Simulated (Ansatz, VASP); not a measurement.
**Two plane-wave programs on ZrH6**

```
CELL_PARAMETERS angstrom
1.97164 -2.49127 0.00000
1.97164 2.49127 0.00000
0.00000 0.00000 9.54163
ATOMIC_POSITIONS crystal
Zr 0.50000 0.50000 0.10614
H 0.66449 0.84179 0.27948
H 0.33551 0.15821 0.27948
H 0.84179 0.66449 0.27948
H 0.15821 0.33551 0.27948
H 0.09516 0.09516 0.59931
H 0.90484 0.90484 0.59931
```

Alike in both runs: task relaxation of cell and atoms; functional PBE; k mesh 12 × 12 × 4; occupations gaussian, width 0.1 eV; no spin polarisation.

```csv
,VASP,Ansatz
version,VASP 6.6.1,Ansatz 0.2.0
potentials or method,"VASP PAW PBE potentials, release 64 (Zr_sv, H), cutoff 600 eV","scalar-relativistic, plane waves, PAW"
valence electrons in the cell,18,18
```

```tsv
	VASP	Ansatz	Ansatz less VASP
gap on the k mesh at the Fermi level, each at its own relaxed structure (eV)	none	none	-
relaxed volume (Å³/atom)	13.39	13.39	+0.001
relaxed length of the cell vector where the two differ most in proportion (Å)	3.177	3.177	+0.0001
```

A gap of «none» marks a metal or a gap that the smearing closes.
